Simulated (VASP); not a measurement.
# HfN (Fm-3m) in VASP: notebook

The runs below take HfN through single point, with PBE.

Everything below comes from runs of VASP 6.6.1. Logs are shortened: lines on timing, memory, paths and dates and some standing lists are left out, and cuts for length are marked.

### Step 1. The cell of the first run

It takes space group Fm-3m (No. 225, cubic). Conventional cell: a = 4.388 Å, b = 4.388 Å, c = 4.388 Å, α = 90.00°, β = 90.00°, γ = 90.00°. Within 2.9 Å of Hf (site symmetry m-3m) lie 6 N at 2.19 Å. Within 2.9 Å of N (site symmetry m-3m) lie 6 Hf at 2.19 Å.

### Step 2. Single point, PBE

INCAR reads:

```
SYSTEM = HfN
PREC = Accurate
ENCUT = 600
EDIFF = 1E-6
ISMEAR = -1
SIGMA = 0.1
LREAL = .FALSE.
LASPH = .TRUE.
NELM = 120
ALGO = Normal
ISIF = 2
LWAVE = .FALSE.
LCHARG = .FALSE.
GGA = PE
NBANDS = 14
GGA_COMPAT = .FALSE.
```

KPOINTS reads:

```
Automatic mesh
0
G
  11 11 11
  0 0 0
```

POSCAR reads:

```
HfN
1.0
    0.0000000000      2.1941603919      2.1941603919
    2.1941603919      0.0000000000      2.1941603919
    2.1941603919      2.1941603919      0.0000000000
Hf N
1 1
Direct
    0.0000000000      0.0000000000      0.0000000000
    0.5000000000      0.5000000000      0.5000000000
```

Potentials or basis: VASP PAW PBE potentials, release 64 (Hf_pv, N).

Started as:

```sh
$ cat potpaw_PBE.64/Hf_pv/POTCAR potpaw_PBE.64/N/POTCAR > POTCAR
$ mpirun -np 1 vasp_std > vasp.out
```

OUTCAR:

```text
SYSTEM = HfN
   PREC = Accurate
   ENCUT = 600
   EDIFF = 1E-6
   ISMEAR = -1
   LREAL = .FALSE.
   LASPH = .TRUE.
   NELM = 120
   ISIF = 2
   GGA = PE

 ion  position               nearest neighbor table
   1  0.000  0.000  0.000-   2 2.19   2 2.19   2 2.19   2 2.19   2 2.19   2 2.19
   2  0.500  0.500  0.500-   1 2.19   1 2.19   1 2.19   1 2.19   1 2.19   1 2.19

  LATTYP: Found a face centered cubic cell.
 ALAT       =     4.3883207838

  Lattice vectors:

 A1 = (   0.0000000000,   2.1941603919,   2.1941603919)
 A2 = (   2.1941603919,   0.0000000000,   2.1941603919)
 A3 = (   2.1941603919,   2.1941603919,   0.0000000000)

Analysis of symmetry for initial positions (statically):
=====================================================================
 Subroutine PRICEL returns:
 Original cell was already a primitive cell.

 Routine SETGRP: Setting up the symmetry group for a
 face centered cubic supercell.

 Subroutine GETGRP returns: Found 48 space group operations
 (whereof 48 operations were pure point group operations)
 out of a pool of 48 trial point group operations.

The static configuration has the point symmetry O_h .

Analysis of symmetry for dynamics (positions and initial velocities):
=====================================================================
 Subroutine PRICEL returns:
 Original cell was already a primitive cell.

 Routine SETGRP: Setting up the symmetry group for a
 face centered cubic supercell.

 Subroutine GETGRP returns: Found 48 space group operations
 (whereof 48 operations were pure point group operations)
 out of a pool of 48 trial point group operations.

The dynamic configuration has the point symmetry O_h .

 Subroutine INISYM returns: Found 48 space group operations
 (whereof 48 operations are pure point group operations),
 and found     1 'primitive' translations

----------------------------------------------------------------------------------------

                                     Primitive cell

  volume of cell :      21.1269

  direct lattice vectors                    reciprocal lattice vectors
     0.000000000  2.194160392  2.194160392    -0.227877598  0.227877598  0.227877598
     2.194160392  0.000000000  2.194160392     0.227877598 -0.227877598  0.227877598
     2.194160392  2.194160392  0.000000000     0.227877598  0.227877598 -0.227877598

  length of vectors
[... 91 lines left out ...]
   TEBEG  =    0.0;   TEEND  =   0.0 temperature during run
   PSTRESS=    0.0 pullay stress
   NELECT =      15.0000    total number of electrons
   NUPDOWN=      -1.0000    fix difference up-down
   EMIN   =  10.00;   EMAX   =-10.00  energy-range for DOS
   EFERMI =   0.00;   METHOD = LEGACY
   ISMEAR =    -1;   SIGMA  =   0.10  broadening in eV -4-tet -1-fermi 0-gaus
   EFERMI_NEDOS =   21; number of points for ismear=-14 and -15
   IALGO  =     38    algorithm
   IMIX   =      4    mixing-type and parameters
     AMIX     =   0.40;   BMIX     =  1.00
     AMIX_MAG =   1.60;   BMIX_MAG =  1.00
  volume/ion in A,a.u.               =      10.56        71.29
  Fermi-wavevector in a.u.,A,eV,Ry     =   1.460473  2.759894 29.020976  2.132982
  Thomas-Fermi vector in A             =   2.576918
   LORBIT       =      0    0 simple, 1 ext, 2 COOP (PROOUT), +10 PAW based schemes
   GGA     = PE    functional components
   LHFCALC =     F    Hartree Fock is set to
   AEXX    =    0.0000 exact exchange contribution
   IVDW    =     0    specifies the selected vdW correction
   LEPSILON=     F    determine dielectric tensor
   LRPA    =     F    only Hartree local field effects (RPA)
 non-spin polarized calculation
  energy-cutoff  :      600.00
  volume of cell :       21.13
 maximum number of plane-waves:       725
 NGX is ok and might be reduce to    28
   NGX = 13   NGY = 13   NGZ = 13

 number of electron      14.9999999 magnetization

 Free energy of the ion-electron system (eV)
  ---------------------------------------------------
  ext. energy  EPLUGINS =         0.00000000
  ---------------------------------------------------
  free energy    TOTEN  =       -21.55706061 eV

  energy without entropy =      -21.53606062  energy(sigma->0) =      -21.54656061

 E-fermi :   9.1403     XC(G=0): -13.1982

 val. band max:        9.1213550069   @ k =   0.4545   0.1818   0.0000
 cond. band min:       9.1581340725   @ k =  -0.0909   0.0909   0.0000
 fundamental gap:      0.0367790656
 Fermi energy:         9.1403224438

 k-point     1 :       0.0000    0.0000    0.0000
  band No.  band energies     occupation
      1     -21.6179      2.00000
      2     -21.6179      2.00000
      3     -21.6179      2.00000
      4      -8.8446      2.00000
      5       6.0576      2.00000
      6       6.0576      2.00000
      7       6.0576      2.00000
      8       8.7812      1.94636
      9       8.7812      1.94636
     10       8.7812      1.94636
     11      11.3698      0.00000
     12      11.3698      0.00000
     13      11.8623      0.00000
     14      18.9623      0.00000
[... 377 lines left out ...]
      1     -22.3703      2.00000
      2     -21.8890      2.00000
      3     -21.6606      2.00000
      4      -7.0325      2.00000
      5       1.8295      2.00000
      6       3.2578      2.00000
      7       4.1735      2.00000
      8      10.1146      0.00012
      9      10.3452      0.00001
     10      12.6868      0.00000
     11      12.9857      0.00000
     12      16.1765      0.00000
     13      17.2235      0.00000
     14      21.8014      0.00000

 [... further k-points ...]

------------------------ aborting loop because EDIFF is reached ----------------------------------------

  FORCE on cell =-STRESS in cart. coord.  units (eV):
  Direction    XX          YY          ZZ          XY          YZ          ZX
  --------------------------------------------------------------------------------------
  -------------------------------------------------------------------------------------
  Total        4.3402181      4.3402181      4.3402181      0.0000000      0.0000000      0.0000000
  in kB      329.1448200    329.1448200    329.1448200      0.0000000      0.0000000      0.0000000
  external PRESSURE =     329.1448200 kB  Pullay stress =       0.0000000 kB

 VOLUME and BASIS-vectors are now :
 -----------------------------------------------------------------------------
  energy-cutoff  :      600.00
  volume of cell :       21.13
      direct lattice vectors                 reciprocal lattice vectors
     0.000000000  2.194160392  2.194160392    -0.227877598  0.227877598  0.227877598
     2.194160392  0.000000000  2.194160392     0.227877598 -0.227877598  0.227877598
     2.194160392  2.194160392  0.000000000     0.227877598  0.227877598 -0.227877598

 POSITION                                       TOTAL-FORCE (eV/Angst)
 -----------------------------------------------------------------------------------
      0.00000      0.00000      0.00000         0.000000     -0.000000      0.000000
      2.19416      2.19416      2.19416        -0.000000      0.000000     -0.000000
 -----------------------------------------------------------------------------------
    total drift:                                0.000000      0.000000      0.000000

  FREE ENERGIE OF THE ION-ELECTRON SYSTEM (eV)
  ---------------------------------------------------
  free  energy   TOTEN  =       -21.5570606096 eV

  energy  without entropy=      -21.5360606156  energy(sigma->0) =      -21.54656061
```

OSZICAR:

```text
N       E                     dE             d eps       ncg     rms          rms(c)
DAV:   1     0.445077674011E+02    0.44508E+02   -0.85243E+03  1568   0.114E+03
DAV:   2    -0.224532563000E+02   -0.66961E+02   -0.62199E+02  1986   0.267E+02
DAV:   3    -0.245646462443E+02   -0.21114E+01   -0.21002E+01  1874   0.397E+01
DAV:   4    -0.245722662972E+02   -0.76201E-02   -0.76178E-02  1814   0.268E+00
DAV:   5    -0.245723091107E+02   -0.42814E-04   -0.42813E-04  1912   0.175E-01    0.585E+01
DAV:   6    -0.216161026601E+02    0.29562E+01   -0.78282E+00  1906   0.236E+01    0.476E+01
DAV:   7    -0.215763744409E+02    0.39728E-01   -0.48882E-01  1928   0.609E+00    0.282E+01
DAV:   8    -0.215610359098E+02    0.15339E-01   -0.60911E-02  1976   0.226E+00    0.565E+00
DAV:   9    -0.215572686161E+02    0.37673E-02   -0.12219E-02  1786   0.906E-01    0.203E+00
DAV:  10    -0.215570852325E+02    0.18338E-03   -0.11566E-03  2056   0.337E-01    0.342E-01
DAV:  11    -0.215570628021E+02    0.22430E-04   -0.77987E-05  1832   0.915E-02    0.884E-02
DAV:  12    -0.215570611663E+02    0.16359E-05   -0.58368E-06  2014   0.205E-02    0.333E-02
DAV:  13    -0.215570606096E+02    0.55669E-06   -0.28975E-07  1078   0.536E-03
   1 F= -.21557061E+02 E0= -.21546561E+02  d E =-.210000E-01
```

It took 34 s on 1 thread of Intel Xeon 8259CL, shared host; peak memory 0.17 GiB.

Results:

* Free energy: -21.5571 eV
* Pressure: 32.9 GPa

Caveat: spin-orbit coupling is left out, which moves the levels of the heavy elements.

### Step 3. Single point, PBE

This run uses another cell than the first one, of 11.02 Å³/atom, 1.043 times its volume.

INCAR reads:

```
SYSTEM = HfN
ALGO     = Normal         ! electronic algorithm
EDIFF    = 1E-6           ! SCF threshold, eV
ENCUT    = 600            ! plane-wave cutoff, eV
GGA      = PE             ! functional
GGA_COMPAT= .False.      
ISIF     = 2              ! what is computed and relaxed
ISMEAR   = -1             ! smearing method
LASPH    = .True.         ! aspherical terms in the spheres
LCHARG   = .False.        ! write CHGCAR
LREAL    = .False.        ! projectors in reciprocal space
LWAVE    = .False.        ! write WAVECAR
NBANDS   = 14             ! bands
NELM     = 120            ! most SCF steps
PREC     = Accurate       ! precision mode
SIGMA    = 0.1            ! smearing width, eV
```

KPOINTS reads:

```
k-points
0
Gamma
  11 11 11
  0 0 0
```

POSCAR reads:

```
HfN
1.0
    0.0000000000      2.2255097759      2.2255097759
    2.2255097759      0.0000000000      2.2255097759
    2.2255097759      2.2255097759      0.0000000000
Hf N
1 1
Direct
    0.0000000000      0.0000000000      0.0000000000
    0.5000000000      0.5000000000      0.5000000000
```

Potentials or basis: VASP PAW PBE potentials, release 64 (Hf_pv, N).

Started as:

```sh
$ cat potpaw_PBE.64/Hf_pv/POTCAR potpaw_PBE.64/N/POTCAR > POTCAR
$ mpirun -np 1 vasp_std > vasp.out
```

Run time: 34 s. Hardware: 1 thread of Intel Xeon 8259CL, shared host; peak memory 0.17 GiB.

The run converged. Its results:

| Quantity | Value |
| --- | --- |
| Free energy | -21.6999 eV |
| Pressure | 17.0 GPa |

Levels at points of the mesh, in eV from the Fermi level:
| k point | band 4 | band 5 | band 6 | band 7 | band 8 | band 9 | band 10 | band 11 | band 12 | band 13 |
| --- | --- | --- | --- | --- | --- | --- | --- | --- | --- | --- |
| (0.00, 0.00, 0.00) | -17.74 | -3.04 | -3.04 | -3.04 | -0.33 | -0.33 | -0.33 | 2.12 | 2.12 | 2.28 |

Caveat: spin-orbit coupling is left out, which moves the levels of the heavy elements.

### Step 4. Single point, PBE

This run uses another cell than the first one, of 11.94 Å³/atom, 1.130 times its volume.

INCAR reads:

```
PREC = Accurate
ENCUT = 600
EDIFF = 1E-6
ISMEAR = -1
SIGMA = 0.1
LREAL = F
LASPH = T
NELM = 120
ALGO = Normal
ISIF = 2
LWAVE = F
LCHARG = F
GGA = PE
NBANDS = 14
GGA_COMPAT = F
```

KPOINTS reads:

```
regular mesh
0
Gamma
  11 11 11
```

POSCAR reads:

```
HfN
1.0
    0.0000000000      2.2856876150      2.2856876150
    2.2856876150      0.0000000000      2.2856876150
    2.2856876150      2.2856876150      0.0000000000
Hf N
1 1
Direct
    0.0000000000      0.0000000000      0.0000000000
    0.5000000000      0.5000000000      0.5000000000
```

Potentials or basis: VASP PAW PBE potentials, release 64 (Hf_pv, N).

Started as:

```sh
$ cat potpaw_PBE.64/Hf_pv/POTCAR potpaw_PBE.64/N/POTCAR > POTCAR
$ mpirun -np 1 vasp_std > vasp.out
```

OUTCAR:

```text
PREC = Accurate
   ENCUT = 600
   EDIFF = 1E-6
   ISMEAR = -1
   LREAL = F
   LASPH = T
   NELM = 120
   ISIF = 2
   GGA = PE

 ion  position               nearest neighbor table
   1  0.000  0.000  0.000-   2 2.29   2 2.29   2 2.29   2 2.29   2 2.29   2 2.29
   2  0.500  0.500  0.500-   1 2.29   1 2.29   1 2.29   1 2.29   1 2.29   1 2.29

  LATTYP: Found a face centered cubic cell.
 ALAT       =     4.5713752300

  Lattice vectors:

 A1 = (   0.0000000000,   2.2856876150,   2.2856876150)
[... 593 lines left out ...]

------------------------ aborting loop because EDIFF is reached ----------------------------------------

  FORCE on cell =-STRESS in cart. coord.  units (eV):
  Direction    XX          YY          ZZ          XY          YZ          ZX
  --------------------------------------------------------------------------------------
  -------------------------------------------------------------------------------------
  Total       -0.9270813     -0.9270813     -0.9270813      0.0000000      0.0000000      0.0000000
  in kB      -62.1939011    -62.1939011    -62.1939011      0.0000000      0.0000000      0.0000000
  external PRESSURE =     -62.1939011 kB  Pullay stress =       0.0000000 kB

 VOLUME and BASIS-vectors are now :
 -----------------------------------------------------------------------------
  energy-cutoff  :      600.00
  volume of cell :       23.88
      direct lattice vectors                 reciprocal lattice vectors
     0.000000000  2.285687615  2.285687615    -0.218752553  0.218752553  0.218752553
     2.285687615  0.000000000  2.285687615     0.218752553 -0.218752553  0.218752553
     2.285687615  2.285687615  0.000000000     0.218752553  0.218752553 -0.218752553

 POSITION                                       TOTAL-FORCE (eV/Angst)
 -----------------------------------------------------------------------------------
      0.00000      0.00000      0.00000         0.000000      0.000000      0.000000
      2.28569      2.28569      2.28569         0.000000      0.000000     -0.000000
 -----------------------------------------------------------------------------------
    total drift:                                0.000000      0.000000      0.000000

  FREE ENERGIE OF THE ION-ELECTRON SYSTEM (eV)
  ---------------------------------------------------
  free  energy   TOTEN  =       -21.7551152388 eV

  energy  without entropy=      -21.7317184041  energy(sigma->0) =      -21.74341682
```

OSZICAR:

```text
N       E                     dE             d eps       ncg     rms          rms(c)
DAV:   1     0.440491691554E+02    0.44049E+02   -0.84966E+03  1568   0.113E+03
DAV:   2    -0.223793804269E+02   -0.66429E+02   -0.61695E+02  2152   0.260E+02
DAV:   3    -0.247625941630E+02   -0.23832E+01   -0.23704E+01  1802   0.402E+01
DAV:   4    -0.247725862966E+02   -0.99921E-02   -0.99899E-02  1922   0.303E+00
DAV:   5    -0.247726566831E+02   -0.70386E-04   -0.70384E-04  1798   0.222E-01    0.457E+01
DAV:   6    -0.218749878026E+02    0.28977E+01   -0.84403E+00  1778   0.228E+01    0.392E+01
DAV:   7    -0.217857285905E+02    0.89259E-01   -0.50136E-01  1922   0.626E+00    0.259E+01
DAV:   8    -0.217630903218E+02    0.22638E-01   -0.14072E-01  1802   0.331E+00    0.678E+00
DAV:   9    -0.217552234084E+02    0.78669E-02   -0.20864E-02  1778   0.121E+00    0.203E+00
DAV:  10    -0.217551502913E+02    0.73117E-04   -0.11459E-03  2052   0.331E-01    0.461E-01
DAV:  11    -0.217551174988E+02    0.32793E-04   -0.72582E-05  1820   0.848E-02    0.117E-01
DAV:  12    -0.217551154689E+02    0.20299E-05   -0.82532E-06  2108   0.242E-02    0.122E-02
DAV:  13    -0.217551152388E+02    0.23013E-06   -0.19615E-07  1066   0.477E-03
   1 F= -.21755115E+02 E0= -.21743417E+02  d E =-.233968E-01
```

Run time: 40 s. Hardware: 1 thread of Intel Xeon 8259CL, shared host; peak memory 0.17 GiB.

What came out:

* Free energy: -21.7551 eV
* Pressure: -6.2 GPa

Caveat: spin-orbit coupling is left out, which moves the levels of the heavy elements.

### Step 5. Single point, PBE

This run uses another cell than the first one, of 12.40 Å³/atom, 1.174 times its volume.

INCAR reads:

```
SYSTEM = HfN
PREC     = Accurate       ! precision mode
ENCUT    = 600            ! plane-wave cutoff, eV
EDIFF    = 1E-6           ! SCF threshold, eV
ISMEAR   = -1             ! smearing method
SIGMA    = 0.1            ! smearing width, eV
LREAL    = .FALSE.        ! projectors in reciprocal space
LASPH    = .TRUE.         ! aspherical terms in the spheres
NELM     = 120            ! most SCF steps
ALGO     = Normal         ! electronic algorithm
ISIF     = 2              ! what is computed and relaxed
LWAVE    = .FALSE.        ! write WAVECAR
LCHARG   = .FALSE.        ! write CHGCAR
GGA      = PE             ! functional
NBANDS   = 14             ! bands
GGA_COMPAT= .FALSE.
```

KPOINTS reads:

```
Automatic mesh
0
G
  11 11 11
  0 0 0
```

POSCAR reads:

```
HfN
1.0
    0.0000000000      2.3146234414      2.3146234414
    2.3146234414      0.0000000000      2.3146234414
    2.3146234414      2.3146234414      0.0000000000
Hf N
1 1
Direct
    0.0000000000      0.0000000000      0.0000000000
    0.5000000000      0.5000000000      0.5000000000
```

Started as:

```sh
$ cat potpaw_PBE.64/Hf_pv/POTCAR potpaw_PBE.64/N/POTCAR > POTCAR
$ mpirun -np 1 vasp_std > vasp.out
```

Run time: 46 s. Hardware: 1 thread of Intel Xeon 8259CL, shared host; peak memory 0.17 GiB.

It converged, with:

```yaml
Free_energy: -21.6957 eV
Pressure: -14.6 GPa
```

Levels at points of the mesh, in eV from the Fermi level:
```tsv
k point	band 6	band 7	band 8	band 9	band 10	band 11
(0.00, 0.00, 0.00)	-2.90	-2.90	-0.27	-0.27	-0.27	1.17
```

Caveat: spin-orbit coupling is left out, which moves the levels of the heavy elements.

### Step 6. The runs side by side

| cell | gap on the mesh (eV) | pressure (GPa) |
| --- | --- | --- |
| a = 3.103 Å, angles 60.0°, 2 atoms | none | 32.9 |
| a = 3.147 Å, angles 60.0°, 2 atoms | none | 17.0 |
| a = 3.232 Å, angles 60.0°, 2 atoms | none | -6.2 |
| a = 3.273 Å, angles 60.0°, 2 atoms | none | -14.6 |

Alike in all rows: task single point; level PBE; potentials or basis VASP PAW PBE potentials, release 64 (Hf_pv, N); no spin polarisation; k mesh 11 × 11 × 11; cutoff (eV) 600; smearing fermi-dirac 0.1 eV.

Caveats: spin-orbit coupling is left out, which moves the levels of the heavy elements.

Total energies depend on the potentials used, so only differences within one code and one set of settings carry meaning.
